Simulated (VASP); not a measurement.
Wanted: the native input for a VASP 6.6.1 run.

```yaml
Task: single point
Functional: PBE
Potentials_or_basis: VASP PAW PBE potentials, release 64 (Ti_sv, O, H)
Cutoff: 520 eV
k_mesh: 2 × 2 × 2
Occupations: fermi-dirac, width 0.02 eV
Spin: collinear spin
Starting_moments: "[0.0, 0.0, 0.0, 0.0, 0.0, 0.0, 0.0, 0.0, 0.0, 0.0, 0.0, 0.0, 0.0, 0.0, 0.0, 0.0, 0.0, 0.0, 0.0, 0.0, 0.0, 0.0, 0.0, 0.0, 1.0] μB"
Dipole_correction: no
Further_INCAR_settings: LREAL = Auto; ALGO = Normal; EDIFF = 1e-06; NBANDS = 118
```

The structure of Ti8HO16 (a cell with a defect) lies in POSCAR:

```
Ti8HO16
1.0
   -4.5922000000     -4.5922000000      0.0000000000
    4.5922000000     -4.5922000000      0.0000000000
    0.0000000000      0.0000000000      5.9148000000
Ti O H
8 16 1
Direct
    0.4728234833      0.5367144288      0.0156218300
   -0.0120857106      0.4771786943      0.2176235883
    0.5193262489      0.5081551326      0.5593933861
    0.0566504072      0.4969840164      0.7134983431
   -0.0104416184     -0.0093310396     -0.0035335092
    0.4812834807      0.0526218370      0.2423581524
   -0.0354731937      0.0090152868      0.5184283492
    0.4899721266     -0.0058686468      0.7483262325
    0.1875898262      0.5182592222     -0.0008622439
    0.0191084883      0.2196224032      0.2985054440
    0.7862680197      0.4570793955     -0.0141847569
   -0.0644026828      0.8039610644      0.2293399608
    0.2316645616      0.5430185968      0.4881990938
    0.0408409912      0.2043138365      0.7610908230
    0.8342733330      0.4978550586      0.5092479881
    0.0212969818      0.7808675580      0.7680394942
    0.7119463438      0.0840555725     -0.0161459390
    0.4973977614      0.6848242672      0.2774734564
    0.3188123340     -0.0451744262      0.0088929465
    0.5288097208      0.3013152737      0.2644552648
    0.6767671269      0.0471778233      0.5283695138
    0.5719480859      0.7160402421      0.7822411578
    0.2584708854     -0.0247049345      0.5648373571
    0.4679783110      0.3099930317      0.7630689119
    0.7543769871      0.2425743652     -0.0667140055
```

One way to write it, as run:

INCAR

```
SYSTEM = Ti8HO16
PREC     = Accurate       ! precision mode
ENCUT    = 520            ! plane-wave cutoff, eV
EDIFF    = 1E-6           ! SCF threshold, eV
ISMEAR   = -1             ! smearing method
SIGMA    = 0.02           ! smearing width, eV
LREAL    = Auto         
LASPH    = .True.         ! aspherical terms in the spheres
NELM     = 150            ! most SCF steps
ALGO     = Normal         ! electronic algorithm
ISIF     = 2              ! what is computed and relaxed
LWAVE    = .False.        ! write WAVECAR
LCHARG   = .True.         ! write CHGCAR
ISPIN    = 2              ! spin polarisation
MAGMOM   = 0 0 0 0 0 0 0 0 0 0 0 0 0 0 0 0 0 0 0 0 0 0 0 0 1 ! initial moments
LORBIT   = 11             ! projections on sites
LMAXMIX  = 4              ! l up to which the mixer works
GGA      = PE             ! functional
LELF     = .True.         ! ELF
LVHAR    = .True.       
NBANDS   = 118            ! bands
```

KPOINTS

```
Automatic mesh
0
Gamma
  2 2 2
  0 0 0
```

Potentials or basis: VASP PAW PBE potentials, release 64 (Ti_sv, O, H).

Run with:

```console
$ cat potpaw_PBE.64/Ti_sv/POTCAR potpaw_PBE.64/O/POTCAR potpaw_PBE.64/H/POTCAR > POTCAR
$ mpirun -np 1 vasp_std > vasp.out
```

Results of the run:

```json
{"Pressure": "13.0 GPa", "Largest force": "4.806 eV/Å", "Net moment": "-0.48 μB per cell", "Site moments": "Ti -0.10, -0.01, -0.02, -0.15, -0.05 (each value once); O +0.00, -0.00, +0.01 (each value once); H -0.00 μB", "Valence electrons inside the program's atomic spheres": "Ti 10.34, 10.40, 10.33, 10.51, 10.28, 10.44, 10.24, 10.45; O 5.16, 5.09, 5.04, 5.01, 5.08, 5.07, 5.06, 5.15, 5.03, 5.10, 5.11 (each value once); H 0.57"}
```

Caveat: the k points lie up to 0.53 Å⁻¹ apart; the atoms stand as in a frame of molecular dynamics.

It took 13 min on 1 thread of Intel(R) Xeon(R) 6975P-C (Granite Rapids) (shared host), peak memory 0.58 GiB.
